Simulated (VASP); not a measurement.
# TePb (Fm-3m) in VASP: further runs, part 2 of 3

VASP 6.6.1.

## 3. Single point, BLYP+D4

This run uses another cell than the first one, of 37.10 Å³/atom, 1.038 times its volume.

Contents of INCAR:

```
SYSTEM = TePb
  PREC = Accurate
  ENCUT = 520
  EDIFF = 1E-6
  ISMEAR = -1
  SIGMA = 0.05
  LREAL = .False.
  LASPH = .True.
  NELM = 80
  ALGO = Normal
  ISIF = 2
  LWAVE = .False.
  LCHARG = .False.
  GGA = B5
  ALDAX = 1.0
  AGGAX = 1.0
  AGGAC = 1.0
  ALDAC = 0.0
  IVDW = 13
  VDW_S6 = 1.0
  VDW_S8 = 2.34076671
  VDW_A1 = 0.44488865
  VDW_A2 = 4.0933009
  NBANDS = 17
```

Contents of KPOINTS:

```
Automatic mesh
0
Gamma
  7 7 7
  0 0 0
```

Contents of POSCAR:

```
TePb
1.0
    0.0000000000      3.3352091440      3.3352091440
    3.3352091440      0.0000000000      3.3352091440
    3.3352091440      3.3352091440      0.0000000000
Pb Te
1 1
Direct
    0.0000000000      0.0000000000      0.0000000000
    0.5000000000      0.5000000000      0.5000000000
```

Potentials or basis: VASP PAW PBE potentials, release 64 (Pb_d, Te).

Command:

```
$ cat potpaw_PBE.64/Pb_d/POTCAR potpaw_PBE.64/Te/POTCAR > POTCAR
$ mpirun -np 1 vasp_std > vasp.out
```

OUTCAR:

```text
SYSTEM = TePb
   PREC = Accurate
   ENCUT = 520
   EDIFF = 1E-6
   ISMEAR = -1
   LREAL = .False.
   LASPH = .True.
   NELM = 80
   ISIF = 2
   GGA = B5
   IVDW = 13

 ion  position               nearest neighbor table
   1  0.000  0.000  0.000-   2 3.34   2 3.34   2 3.34   2 3.34   2 3.34   2 3.34
   2  0.500  0.500  0.500-   1 3.34   1 3.34   1 3.34   1 3.34   1 3.34   1 3.34

  LATTYP: Found a face centered cubic cell.
 ALAT       =     6.6704182880

  Lattice vectors:

 A1 = (   0.0000000000,   3.3352091440,   3.3352091440)
 A2 = (   3.3352091440,   0.0000000000,   3.3352091440)
 A3 = (   3.3352091440,   3.3352091440,   0.0000000000)

Analysis of symmetry for initial positions (statically):
=====================================================================
 Subroutine PRICEL returns:
 Original cell was already a primitive cell.

 Routine SETGRP: Setting up the symmetry group for a
 face centered cubic supercell.

 Subroutine GETGRP returns: Found 48 space group operations
[... 9 lines left out ...]

 Routine SETGRP: Setting up the symmetry group for a
 face centered cubic supercell.

 Subroutine GETGRP returns: Found 48 space group operations
[... 11 lines left out ...]
                                     Primitive cell

  volume of cell :      74.1992

  direct lattice vectors                    reciprocal lattice vectors
     0.000000000  3.335209144  3.335209144    -0.149915636  0.149915636  0.149915636
     3.335209144  0.000000000  3.335209144     0.149915636 -0.149915636  0.149915636
     3.335209144  3.335209144  0.000000000     0.149915636  0.149915636 -0.149915636

  length of vectors
     4.716698005  4.716698005  4.716698005     0.259661498  0.259661498  0.259661498

  position of ions in fractional coordinates (direct lattice)
     0.000000000  0.000000000  0.000000000
     0.500000000  0.500000000  0.500000000

  ion indices of the primitive-cell ions
   primitive index   ion index
                 1           1
                 2           2

----------------------------------------------------------------------------------------

 KPOINTS: Automatic mesh

Automatic generation of k-mesh.
 Grid dimensions read from file:
 generate k-points for:    7    7    7

 Generating k-lattice:

  Cartesian coordinates                     Fractional coordinates (reciprocal lattice)
    -0.021416519  0.021416519  0.021416519     0.142857143  0.000000000  0.000000000
     0.021416519 -0.021416519  0.021416519     0.000000000  0.142857143  0.000000000
     0.021416519  0.021416519 -0.021416519     0.000000000  0.000000000  0.142857143

  Length of vectors
     0.037094500  0.037094500  0.037094500

  Shift w.r.t. Gamma in fractional coordinates (k-lattice)
     0.000000000  0.000000000  0.000000000

 Subroutine IBZKPT returns following result:
 ===========================================

 Found     20 irreducible k-points:

 Following reciprocal coordinates:
            Coordinates               Weight
  0.000000  0.000000  0.000000      1.000000
  0.142857  0.000000  0.000000      8.000000
  0.285714  0.000000  0.000000      8.000000
  0.428571  0.000000  0.000000      8.000000
  0.142857  0.142857  0.000000      6.000000
  0.285714  0.142857  0.000000     24.000000
[... 12 lines left out ...]
 -0.428571  0.428571  0.142857     24.000000
 -0.285714  0.428571  0.142857     24.000000
   k-points           NKPTS =     20   k-points in BZ     NKDIM =     20   number of bands    NBANDS=     17
   number of dos      NEDOS =    301   number of ions     NIONS =      2
   total plane-waves  NPLWV =  46656
   dimension x,y,z NGX =    36 NGY =   36 NGZ =   36
   dimension x,y,z NGXF=    72 NGYF=   72 NGZF=   72
   ions per type =               1   1
   NGX,Y,Z   is equivalent  to a cutoff of  12.69, 12.69, 12.69 a.u.
   NGXF,Y,Z  is equivalent  to a cutoff of  25.38, 25.38, 25.38 a.u.
 SYSTEM =  TePb
   PREC   = accura    normal or accurate (medium, high low for compatibility)
   ISTART =      0    job   : 0-new  1-cont  2-samecut
   ICHARG =      2    charge: 1-file 2-atom 10-const
   ISPIN  =      1    spin polarized calculation?
   LNONCOLLINEAR =      F non collinear calculations
   LSORBIT =      F    spin-orbit coupling
   LASPH  =      T    aspherical Exc in radial PAW
   ENCUT  =  520.0 eV  38.22 Ry    6.18 a.u.   8.77  8.77  8.77*2*pi/ulx,y,z
   NELM   =     80;   NELMIN=  2; NELMDL= -5     # of ELM steps
   EDIFF  = 0.1E-05   stopping-criterion for ELM
   LREAL  =      F    real-space projection
   EDIFFG = 0.1E-04   stopping-criterion for IOM
   NSW    =      0    number of steps for IOM
   IBRION =     -1    ionic relax: 0-MD 1-quasi-New 2-CG
   NFREE  =      0    steps in history (QN), initial steepest desc. (CG)
   ISIF   =      2    stress and relaxation
   ISYM   =      2    0-nonsym 1-usesym 2-fastsym
   POTIM  = 0.5000    time-step for ionic-motion
   TEBEG  =    0.0;   TEEND  =   0.0 temperature during run
   PSTRESS=    0.0 pullay stress
   NELECT =      20.0000    total number of electrons
   NUPDOWN=      -1.0000    fix difference up-down
   EMIN   =  10.00;   EMAX   =-10.00  energy-range for DOS
   EFERMI =   0.00;   METHOD = LEGACY
   ISMEAR =    -1;   SIGMA  =   0.05  broadening in eV -4-tet -1-fermi 0-gaus
   EFERMI_NEDOS =   21; number of points for ismear=-14 and -15
   IALGO  =     38    algorithm
   IMIX   =      4    mixing-type and parameters
     AMIX     =   0.40;   BMIX     =  1.00
     AMIX_MAG =   1.60;   BMIX_MAG =  1.00
  volume/ion in A,a.u.               =      37.10       250.36
  Fermi-wavevector in a.u.,A,eV,Ry     =   1.057511  1.998407 15.215811  1.118331
  Thomas-Fermi vector in A             =   2.192787
   LORBIT       =      0    0 simple, 1 ext, 2 COOP (PROOUT), +10 PAW based schemes
   GGA     = B5    functional components
   LHFCALC =     F    Hartree Fock is set to
   AEXX    =    0.0000 exact exchange contribution
   IVDW    =    13    specifies the selected vdW correction
   LEPSILON=     F    determine dielectric tensor
   LRPA    =     F    only Hartree local field effects (RPA)
 non-spin polarized calculation
  energy-cutoff  :      520.00
  volume of cell :       74.20
 maximum number of plane-waves:      2015
   NGX = 17   NGY = 17   NGZ = 17

 number of electron      19.9999998 magnetization

 Free energy of the ion-electron system (eV)
  ---------------------------------------------------
  ext. energy  EPLUGINS =         0.00000000
  ---------------------------------------------------
  free energy    TOTEN  =        -6.38487028 eV

  energy without entropy =       -6.38486962  energy(sigma->0) =       -6.38486995

 E-fermi :   5.4328     XC(G=0):  -8.2964

 val. band max:        4.8247049240   @ k =   0.4286   0.0000   0.0000
 cond. band min:       6.0061019385   @ k =   0.4286   0.0000   0.0000
 fundamental gap:      1.1813970145
 Fermi energy:         5.4328160013

 k-point     1 :       0.0000    0.0000    0.0000
  band No.  band energies     occupation
      1     -11.7061      2.00000
      2     -11.7061      2.00000
      3     -11.6989      2.00000
      4     -11.6989      2.00000
      5     -11.6989      2.00000
      6      -6.3985      2.00000
[... 9 lines left out ...]
     16      11.0986      0.00000
     17      12.4912      0.00000

 k-point     2 :       0.1429    0.0000    0.0000
  band No.  band energies     occupation
      1     -11.7075      2.00000
      2     -11.7075      2.00000
      3     -11.6985      2.00000
      4     -11.6971      2.00000
      5     -11.6971      2.00000
      6      -6.2480      2.00000
[... 9 lines left out ...]
     16      11.4392      0.00000
     17      13.5595      0.00000

 k-point     3 :       0.2857    0.0000    0.0000
  band No.  band energies     occupation
      1     -11.7113      2.00000
      2     -11.7113      2.00000
      3     -11.6975      2.00000
      4     -11.6922      2.00000
      5     -11.6922      2.00000
      6      -5.8276      2.00000
[... 312 lines left out ...]
 k-point    19 :      -0.4286    0.4286    0.1429
  band No.  band energies     occupation
      1     -11.7348      2.00000
      2     -11.7035      2.00000
      3     -11.7007      2.00000
      4     -11.6867      2.00000
      5     -11.6827      2.00000
      6      -5.0409      2.00000
[... 9 lines left out ...]
     16      14.9946      0.00000
     17      15.8988      0.00000

 k-point    20 :      -0.2857    0.4286    0.1429
  band No.  band energies     occupation
      1     -11.7310      2.00000
      2     -11.7068      2.00000
      3     -11.6957      2.00000
      4     -11.6911      2.00000
      5     -11.6828      2.00000
      6      -4.9383      2.00000
[... 9 lines left out ...]
     16      15.3329      0.00000
     17      15.5659      0.00000

------------------------ aborting loop because EDIFF is reached ----------------------------------------

  DFT-D4 for vdW energy calculation

  Edisp (eV):   -1.57718

  FORCE on cell =-STRESS in cart. coord.  units (eV):
  Direction    XX          YY          ZZ          XY          YZ          ZX
  --------------------------------------------------------------------------------------
  -------------------------------------------------------------------------------------
  Total       0.03816     0.03816     0.03816     0.00000    -0.00000    -0.00000
  in kB       0.82395     0.82395     0.82395     0.00000    -0.00000    -0.00000
  external pressure =        0.82 kB  Pullay stress =        0.00 kB

 VOLUME and BASIS-vectors are now :
 -----------------------------------------------------------------------------
  energy-cutoff  :      520.00
  volume of cell :       74.20
      direct lattice vectors                 reciprocal lattice vectors
     0.000000000  3.335209144  3.335209144    -0.149915636  0.149915636  0.149915636
     3.335209144  0.000000000  3.335209144     0.149915636 -0.149915636  0.149915636
     3.335209144  3.335209144  0.000000000     0.149915636  0.149915636 -0.149915636

 POSITION                                       TOTAL-FORCE (eV/Angst)
 -----------------------------------------------------------------------------------
      0.00000      0.00000      0.00000         0.000000     -0.000000     -0.000000
      3.33521      3.33521      3.33521        -0.000000      0.000000      0.000000
 -----------------------------------------------------------------------------------
    total drift:                               -0.000000      0.000000      0.000000

  FREE ENERGIE OF THE ION-ELECTRON SYSTEM (eV)
  ---------------------------------------------------
  free  energy   TOTEN  =        -7.9620549443 eV

  energy  without entropy=       -7.9620542845  energy(sigma->0) =       -7.96205461
```

OSZICAR:

```text
N       E                     dE             d eps       ncg     rms          rms(c)
DAV:   1     0.157160097655E+03    0.15716E+03   -0.91748E+03   680   0.113E+03
DAV:   2     0.449633688274E+01   -0.15266E+03   -0.14818E+03   708   0.291E+02
DAV:   3    -0.633872218438E+01   -0.10835E+02   -0.10777E+02   919   0.848E+01
DAV:   4    -0.662476984224E+01   -0.28605E+00   -0.28594E+00   846   0.160E+01
DAV:   5    -0.663470340974E+01   -0.99336E-02   -0.99332E-02   963   0.260E+00    0.272E+00
DAV:   6    -0.638386803538E+01    0.25084E+00   -0.63537E-01   942   0.587E+00    0.159E+00
DAV:   7    -0.638152986936E+01    0.23382E-02   -0.12248E-01   789   0.191E+00    0.919E-01
DAV:   8    -0.638530237718E+01   -0.37725E-02   -0.13396E-02   806   0.104E+00    0.160E-01
DAV:   9    -0.638479482127E+01    0.50756E-03   -0.31310E-03   984   0.452E-01    0.603E-02
DAV:  10    -0.638486130645E+01   -0.66485E-04   -0.28735E-04   848   0.138E-01    0.252E-02
DAV:  11    -0.638487017451E+01   -0.88681E-05   -0.27148E-05   861   0.384E-02    0.444E-03
DAV:  12    -0.638487028294E+01   -0.10844E-06   -0.60424E-07   699   0.527E-03
   1 F= -.79620549E+01 E0= -.79620546E+01  d E =-.659780E-06
```

Wall time 33 s (1 thread of AMD EPYC 7R13 (Zen 3), shared host); peak memory 0.18 GiB.

Results:

| Item | Value |
| --- | --- |
| Free energy | -7.9621 eV |
| Pressure | 0.1 GPa |
| Dispersion energy per atom | -0.789 eV |

Caveat: this odd mesh misses L, where the gap lies, so gap, dielectric constants and Born charges aren't listed; the PAW data sets were made with another functional, which shifts forces and pressure a little; spin-orbit coupling is left out, which moves the levels of the heavy elements.

[end of part 2 of 3]
